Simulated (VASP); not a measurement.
Wanted: the native input for a VASP 6.6.1 run.

```yaml
Task: single point
Functional: PBE
Potentials_or_basis: VASP PAW PBE potentials, release 64 (Ba_sv, Hf_pv, O)
Cutoff: 520 eV
k_mesh: 4 × 4 × 4
Occupations: gaussian, width 0.01 eV
Spin: no spin polarisation
Dipole_correction: no
Further_INCAR_settings: ALGO = Normal; EDIFF = 1e-07; NBANDS = 27
```

The structure of BaHfO3 lies in POSCAR:

```
BaHfO3
1.0
    4.1695700000      0.0000000000      0.0000000000
    0.0000000000      4.1695700000      0.0000000000
    0.0000000000      0.0000000000      4.1703800000
Ba Hf O
1 1 3
Direct
    0.4808806532      0.5130022841      1.0147789882
   -0.0207950676      0.0139641890      0.5154218386
   -0.0190713510      0.5128623334      0.5156899366
    0.4791454838      0.0140754734      0.5150565102
   -0.0203657339      0.0139747530      1.0140990991
```

These files were run (other wordings do the same):

INCAR

```
ALGO = Normal ; EDIFF = 1E-7
ENCUT = 520 ; GGA = PE
ISIF = 2 ; ISMEAR = 0
LASPH = True ; LCHARG = False
LREAL = False ; LWAVE = False
NBANDS = 27 ; NELM = 100
PREC = Accurate ; SIGMA = 0.01
```

KPOINTS

```
k-points
0
Gamma
  4 4 4
```

Potentials or basis: VASP PAW PBE potentials, release 64 (Ba_sv, Hf_pv, O).

Run with:

```sh
$ cat potpaw_PBE.64/Ba_sv/POTCAR potpaw_PBE.64/Hf_pv/POTCAR potpaw_PBE.64/O/POTCAR > POTCAR
$ mpirun -np 1 vasp_std > vasp.out
```

Results of the run:

```json
{
 "Pressure": "3.8 GPa",
 "Largest force": "0.074 eV/Å",
 "Band gap on the k mesh": "3.58 eV (least direct gap 3.79 eV)"
}
```

Caveat: the cell stands under pressure; spin-orbit coupling is left out, which moves the levels of the heavy elements.

Wall time 80 s on 1 thread of Intel(R) Xeon(R) Platinum 8488C (Sapphire Rapids) (shared host), peak memory 0.22 GiB.
